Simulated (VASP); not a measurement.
# CoO (R-3m) in VASP: a series of runs, part 2 of 3

VASP 6.6.1.

**3. Single point, PBE+U, collinear spin, ferromagnetic start**

The input, INCAR:

```
SYSTEM = CoO
ALGO = Normal ; EDIFF = 1E-7
ENCUT = 520 ; GGA = PE
ISIF = 2 ; ISMEAR = 0
ISPIN = 2 ; LASPH = .True.
LCHARG = .True. ; LDAU = .True.
LDAUJ = 0 0 ; LDAUL = 2 -1
LDAUPRINT = 1 ; LDAUTYPE = 2
LDAUU = 3.32 0 ; LELF = .True.
LMAXMIX = 4 ; LORBIT = 11
LREAL = .False. ; LVHAR = .True.
LWAVE = .False. ; MAGMOM = 0.5 0.5
NBANDS = 18 ; NELM = 150
PREC = Accurate ; SIGMA = 0.02
```

The input, KPOINTS:

```
k-points
0
Gamma
  12 12 12
  0 0 0
```

The input, POSCAR:

```
CoO
1.0
    1.5054695445      0.8691832468      2.4399269062
   -1.5054695445      0.8691832468      2.4399269062
    0.0000000000     -1.7383664936      2.4399269062
Co O
1 1
Direct
    0.0000000000      0.0000000000      0.0000000000
    0.5000000000      0.5000000000      0.5000000000
```

Potentials or basis: VASP PAW PBE potentials, release 64 (Co, O).

Launch:

```bash
$ cat potpaw_PBE.64/Co/POTCAR potpaw_PBE.64/O/POTCAR > POTCAR
$ mpirun -np 1 vasp_std > vasp.out
```

OUTCAR:

```text
SYSTEM = CoO
   EDIFF = 1E-7
   ENCUT = 520
   GGA = PE
   ISIF = 2
   ISMEAR = 0
   ISPIN = 2
   LASPH = .True.
   LORBIT = 11
   LREAL = .False.
   NELM = 150
   PREC = Accurate

 ion  position               nearest neighbor table
   1  0.000  0.000  0.000-   2 2.12   2 2.12   2 2.12   2 2.12   2 2.12   2 2.12
   2  0.500  0.500  0.500-   1 2.12   1 2.12   1 2.12   1 2.12   1 2.12   1 2.12

  LATTYP: Found a trigonal (rhomboedric) cell.
 ALAT       =     2.9958573687
 COS(alpha) =     0.4949531368

  Lattice vectors:

 A1 = (   1.5054695445,   0.8691832468,   2.4399269062)
 A2 = (  -1.5054695445,   0.8691832468,   2.4399269062)
 A3 = (   0.0000000000,  -1.7383664936,   2.4399269062)

Analysis of symmetry for initial positions (statically):
=====================================================================
 Subroutine PRICEL returns:
 Original cell was already a primitive cell.

 Routine SETGRP: Setting up the symmetry group for a
 trigonal (rhombohedral) supercell.

 Subroutine GETGRP returns: Found 12 space group operations
 (whereof 12 operations were pure point group operations)
 out of a pool of 12 trial point group operations.

The static configuration has the point symmetry D_3d.

Analysis of symmetry for dynamics (positions and initial velocities):
=====================================================================
 Subroutine PRICEL returns:
 Original cell was already a primitive cell.

 Routine SETGRP: Setting up the symmetry group for a
 trigonal (rhombohedral) supercell.

 Subroutine GETGRP returns: Found 12 space group operations
 (whereof 12 operations were pure point group operations)
 out of a pool of 12 trial point group operations.

The dynamic configuration has the point symmetry D_3d.

Analysis of structural, dynamic, and magnetic symmetry:
[... 184 lines left out ...]
  o =  1.0130  v = -0.5793  0.0000 -0.0000  0.8151 -0.0000  0.0000  0.0000  0.0000  0.0000  0.0000      0.0000  0.0000  0.0000  0.0000  0.0000  0.0000  0.0000  0.0000  0.0000  0.0000
  o =  1.0130  v =  0.0000  0.8151 -0.0000 -0.0000 -0.5793  0.0000  0.0000  0.0000  0.0000  0.0000      0.0000  0.0000  0.0000  0.0000  0.0000  0.0000  0.0000  0.0000  0.0000  0.0000

 number of electron      15.0000005 magnetization       3.0000488

 Free energy of the ion-electron system (eV)
  ---------------------------------------------------
  ext. energy  EPLUGINS =         0.00000000
  ---------------------------------------------------
  free energy    TOTEN  =       -11.48693803 eV

  energy without entropy =      -11.48667441  energy(sigma->0) =      -11.48680622

 E-fermi :   7.8355     XC(G=0): -12.4298

 val. band max:        7.8270423046   @ k =  -0.2500   0.2500   0.0833
 cond. band min:       7.8357819539   @ k =  -0.3333   0.3333   0.2500
 fundamental gap:      0.0087396493
 Fermi energy:         7.8354934978

 spin component 1

 k-point     1 :       0.0000    0.0000    0.0000
  band No.  band energies     occupation
      1     -12.0621      1.00000
      2       2.9155      1.00000
      3       2.9155      1.00000
      4       3.1146      1.00000
      5       3.1146      1.00000
      6       3.8155      1.00000
[... 1001 lines left out ...]
     17      36.2322      0.00000
     18      37.9225      0.00000

 [... further k-points ...]

------------------------ aborting loop because EDIFF is reached ----------------------------------------

  FORCE on cell =-STRESS in cart. coord.  units (eV):
  Direction    XX          YY          ZZ          XY          YZ          ZX
  --------------------------------------------------------------------------------------
  -------------------------------------------------------------------------------------
  Total        0.2695724      0.2695724      0.0905543      0.0000000      0.0000000      0.0000000
  in kB       22.5462684     22.5462684      7.5737060      0.0000000      0.0000000      0.0000000
  external PRESSURE =      17.5554143 kB  Pullay stress =       0.0000000 kB

 VOLUME and BASIS-vectors are now :
 -----------------------------------------------------------------------------
  energy-cutoff  :      520.00
  volume of cell :       19.16
      direct lattice vectors                 reciprocal lattice vectors
     1.505469544  0.869183247  2.439926906     0.332122295  0.191750896  0.136616114
    -1.505469544  0.869183247  2.439926906    -0.332122295  0.191750896  0.136616114
     0.000000000 -1.738366494  2.439926906     0.000000000 -0.383501793  0.136616114

 POSITION                                       TOTAL-FORCE (eV/Angst)
 -----------------------------------------------------------------------------------
      0.00000      0.00000      0.00000        -0.000000      0.000000     -0.000000
      0.00000      0.00000      3.65989         0.000000     -0.000000      0.000000
 -----------------------------------------------------------------------------------
    total drift:                               -0.000000      0.000000     -0.000000

  FREE ENERGIE OF THE ION-ELECTRON SYSTEM (eV)
  ---------------------------------------------------
  free  energy   TOTEN  =       -11.4869380298 eV

  energy  without entropy=      -11.4866744063  energy(sigma->0) =      -11.48680622

 total charge

# of ion       s       p       d       tot
------------------------------------------
    1        0.301   0.369   7.147   7.817
    2        1.553   3.453   0.000   5.006
--------------------------------------------------
tot          1.853   3.822   7.147  12.823

 magnetization (x)

# of ion       s       p       d       tot
------------------------------------------
    1        0.021   0.017   2.689   2.726
    2        0.023   0.231   0.000   0.254
--------------------------------------------------
tot          0.044   0.248   2.689   2.980
```

stdout:

```text
POSCAR found type information on POSCAR CoO
 POSCAR found :  2 types and       2 ions
 scaLAPACK will be used
 LDA part: xc-table for (Slater+PW92), standard interpolation
 POSCAR, INCAR and KPOINTS ok, starting setup
 FFT: planning ... GRIDC
 FFT: planning ... GRID_SOFT
 FFT: planning ... GRID
 WAVECAR not read
 entering main loop
```

Wall time 1.8 min (1 thread of AMD EPYC 9R45 (Zen 5), shared host); peak memory 0.2 GiB.

Results:

| Quantity | Value |
| --- | --- |
| Free energy | -11.4869 eV |
| Pressure | 1.8 GPa |
| Band gap on the k mesh | zero (filled and empty bands overlap) |
| Net moment | 3.00 μB per cell |
| Site moments | Co +2.73; O +0.25 μB |
| Valence electrons inside the program's atomic spheres | Co 7.82; O 5.01 |

Eigenvalues of the final occupation matrices:
| site | spin | trace | eigenvalues |
| --- | --- | --- | --- |
| site 1 d | 1 | 4.93 | 0.97 0.97 0.97 1.01 1.01 |
| site 1 d | 2 | 2.24 | 0.13 0.13 0.51 0.51 0.96 |

Caveat: a cell with one magnetic atom can't hold antiferromagnetic order, which such compounds often take.

**4. Single point, PBE+U, collinear spin, ferromagnetic start**

The input, INCAR:

```
PREC = Accurate
ENCUT = 520
EDIFF = 1E-7
ISMEAR = -1
SIGMA = 0.05
LREAL = F
LASPH = T
NELM = 150
ALGO = Normal
ISIF = 2
LWAVE = F
LCHARG = F
ISPIN = 2
MAGMOM = 3 1
LORBIT = 11
LMAXMIX = 4
LDAU = T
LDAUTYPE = 2
LDAUL = 2 -1
LDAUU = 3.32 0
LDAUJ = 0 0
LDAUPRINT = 1
GGA = PE
NBANDS = 18
```

The input, KPOINTS:

```
Automatic mesh
0
Gamma
  12 12 12
```

POSCAR is that of step 3.

Potentials or basis: VASP PAW PBE potentials, release 64 (Co, O).

Launch:

```bash
$ cat potpaw_PBE.64/Co/POTCAR potpaw_PBE.64/O/POTCAR > POTCAR
$ mpirun -np 1 vasp_std > vasp.out
```

OUTCAR:

```text
PREC = Accurate
   ENCUT = 520
   EDIFF = 1E-7
   ISMEAR = -1
   LREAL = F
   LASPH = T
   NELM = 150
   ISIF = 2
   ISPIN = 2
   LORBIT = 11
   GGA = PE

 ion  position               nearest neighbor table
   1  0.000  0.000  0.000-   2 2.12   2 2.12   2 2.12   2 2.12   2 2.12   2 2.12
   2  0.500  0.500  0.500-   1 2.12   1 2.12   1 2.12   1 2.12   1 2.12   1 2.12

  LATTYP: Found a trigonal (rhomboedric) cell.
 ALAT       =     2.9958573687
 COS(alpha) =     0.4949531368

  Lattice vectors:

 A1 = (   1.5054695445,   0.8691832468,   2.4399269062)
 A2 = (  -1.5054695445,   0.8691832468,   2.4399269062)
 A3 = (   0.0000000000,  -1.7383664936,   2.4399269062)

Analysis of symmetry for initial positions (statically):
=====================================================================
 Subroutine PRICEL returns:
 Original cell was already a primitive cell.

 Routine SETGRP: Setting up the symmetry group for a
 trigonal (rhombohedral) supercell.

 Subroutine GETGRP returns: Found 12 space group operations
 (whereof 12 operations were pure point group operations)
 out of a pool of 12 trial point group operations.

The static configuration has the point symmetry D_3d.

Analysis of symmetry for dynamics (positions and initial velocities):
=====================================================================
 Subroutine PRICEL returns:
 Original cell was already a primitive cell.

 Routine SETGRP: Setting up the symmetry group for a
 trigonal (rhombohedral) supercell.

 Subroutine GETGRP returns: Found 12 space group operations
 (whereof 12 operations were pure point group operations)
 out of a pool of 12 trial point group operations.
[... 186 lines left out ...]
  o =  0.9690  v =  0.0000  0.5795  0.0000 -0.0000  0.8150  0.0000  0.0000  0.0000  0.0000  0.0000      0.0000  0.0000  0.0000  0.0000  0.0000  0.0000  0.0000  0.0000  0.0000  0.0000
  o =  1.0130  v =  0.5795  0.0000 -0.0000 -0.8150 -0.0000  0.0000  0.0000  0.0000  0.0000  0.0000      0.0000  0.0000  0.0000  0.0000  0.0000  0.0000  0.0000  0.0000  0.0000  0.0000
  o =  1.0130  v =  0.0000 -0.8150  0.0000 -0.0000  0.5795  0.0000  0.0000  0.0000  0.0000  0.0000      0.0000  0.0000  0.0000  0.0000  0.0000  0.0000  0.0000  0.0000  0.0000  0.0000

 number of electron      15.0000005 magnetization       2.9998411

 Free energy of the ion-electron system (eV)
  ---------------------------------------------------
  ext. energy  EPLUGINS =         0.00000000
  ---------------------------------------------------
  free energy    TOTEN  =       -11.49267235 eV

  energy without entropy =      -11.47996941  energy(sigma->0) =      -11.48632088

 E-fermi :   7.8431     XC(G=0): -12.4298

 val. band max:        7.8407380683   @ k =   0.2500   0.1667  -0.0000
 cond. band min:       7.8454863633   @ k =  -0.2500   0.2500   0.1667
 fundamental gap:      0.0047482950
 Fermi energy:         7.8430689211

 spin component 1

 k-point     1 :       0.0000    0.0000    0.0000
  band No.  band energies     occupation
      1     -12.0598      1.00000
      2       2.9146      1.00000
      3       2.9146      1.00000
      4       3.1094      1.00000
      5       3.1094      1.00000
      6       3.8157      1.00000
[... 1001 lines left out ...]
     17      36.2326      0.00000
     18      37.9227      0.00000

 [... further k-points ...]

------------------------ aborting loop because EDIFF is reached ----------------------------------------

  FORCE on cell =-STRESS in cart. coord.  units (eV):
  Direction    XX          YY          ZZ          XY          YZ          ZX
  --------------------------------------------------------------------------------------
  -------------------------------------------------------------------------------------
  Total        0.2646271      0.2646271      0.1143991     -0.0000000      0.0000000      0.0000000
  in kB       22.1326516     22.1326516      9.5680164     -0.0000000      0.0000000      0.0000000
  external PRESSURE =      17.9444399 kB  Pullay stress =       0.0000000 kB

 VOLUME and BASIS-vectors are now :
 -----------------------------------------------------------------------------
  energy-cutoff  :      520.00
  volume of cell :       19.16
      direct lattice vectors                 reciprocal lattice vectors
     1.505469544  0.869183247  2.439926906     0.332122295  0.191750896  0.136616114
    -1.505469544  0.869183247  2.439926906    -0.332122295  0.191750896  0.136616114
     0.000000000 -1.738366494  2.439926906     0.000000000 -0.383501793  0.136616114

 POSITION                                       TOTAL-FORCE (eV/Angst)
 -----------------------------------------------------------------------------------
      0.00000      0.00000      0.00000         0.000000      0.000000      0.000000
      0.00000      0.00000      3.65989        -0.000000     -0.000000      0.000000
 -----------------------------------------------------------------------------------
    total drift:                               -0.000000      0.000000     -0.000000

  FREE ENERGIE OF THE ION-ELECTRON SYSTEM (eV)
  ---------------------------------------------------
  free  energy   TOTEN  =       -11.4926723542 eV

  energy  without entropy=      -11.4799694069  energy(sigma->0) =      -11.48632088

 total charge

# of ion       s       p       d       tot
------------------------------------------
    1        0.301   0.370   7.146   7.817
    2        1.553   3.453   0.000   5.006
--------------------------------------------------
tot          1.854   3.823   7.146  12.823

 magnetization (x)

# of ion       s       p       d       tot
------------------------------------------
    1        0.021   0.017   2.689   2.727
    2        0.023   0.230   0.000   0.253
--------------------------------------------------
tot          0.044   0.247   2.689   2.980
```

OSZICAR:

```text
N       E                     dE             d eps       ncg     rms          rms(c)
DAV:   1     0.813129002105E+02    0.81313E+02   -0.68542E+03 14128   0.974E+02
DAV:   2    -0.789191092036E+01   -0.89205E+02   -0.76906E+02 14348   0.223E+02
DAV:   3    -0.129637889481E+02   -0.50719E+01   -0.49830E+01 15720   0.572E+01
[... 12 lines left out ...]
DAV:  16    -0.114926545203E+02   -0.42862E-06   -0.12882E-04 16632   0.148E-01    0.361E-02
DAV:  17    -0.114926662319E+02   -0.11712E-04   -0.20632E-05 17776   0.642E-02    0.120E-02
DAV:  18    -0.114926717164E+02   -0.54845E-05   -0.16813E-05 17784   0.340E-02    0.996E-03
DAV:  19    -0.114926722712E+02   -0.55485E-06   -0.53338E-06 17456   0.278E-02    0.209E-03
DAV:  20    -0.114926723542E+02   -0.82967E-07   -0.21457E-07 15884   0.975E-03
   1 F= -.11492672E+02 E0= -.11486321E+02  d E =-.127029E-01  mag=     2.9999
```

Run time: 1.8 min. Hardware: 1 thread of AMD EPYC 9R45 (Zen 5), shared host; peak memory 0.2 GiB.

What came out:

- Free energy: -11.4927 eV
- Pressure: 1.8 GPa
- Band gap on the k mesh: zero (filled and empty bands overlap)
- Net moment: 3.00 μB per cell
- Site moments: Co +2.73; O +0.25 μB
- Valence electrons inside the program's atomic spheres: Co 7.82; O 5.01

Levels at points of the mesh, in eV from the Fermi level:
Spin up:
```csv
k point,band 7,band 8,band 9,band 10,band 11,band 12
"(0.00, 0.00, 0.00)",-2.78,-2.78,-2.70,1.29,17.11,17.32
"(0.50, 0.00, 0.00)",-3.01,-0.47,-0.42,5.32,9.63,13.63
"(0.50, 0.50, 0.00)",-3.97,-3.82,-3.27,6.07,10.20,11.10
"(0.50, 0.50, 0.50)",-2.52,-0.45,-0.45,5.31,9.74,13.52
```
Spin down:
```csv
k point,band 2,band 3,band 4,band 5,band 6,band 7,band 8,band 9,band 10,band 11
"(0.00, 0.00, 0.00)",-2.57,-2.29,-2.29,-2.24,-0.92,-0.92,1.48,1.48,1.84,16.99
"(0.50, 0.00, 0.00)",-7.40,-4.26,-3.99,-1.43,-0.01,0.50,3.82,3.92,5.61,10.46
"(0.50, 0.50, 0.00)",-6.17,-3.57,-3.52,-2.83,-0.55,0.26,2.06,2.35,7.04,10.62
"(0.50, 0.50, 0.50)",-7.61,-4.25,-4.25,-1.09,0.38,0.38,3.81,3.81,5.59,10.48
```

Eigenvalues of the final occupation matrices:
```csv
site,spin,trace,eigenvalues
site 1 d,1,4.93,0.97 0.97 0.97 1.01 1.01
site 1 d,2,2.24,0.13 0.13 0.51 0.51 0.96
```

Caveat: a cell with one magnetic atom can't hold antiferromagnetic order, which such compounds often take.

[end of part 2 of 3]
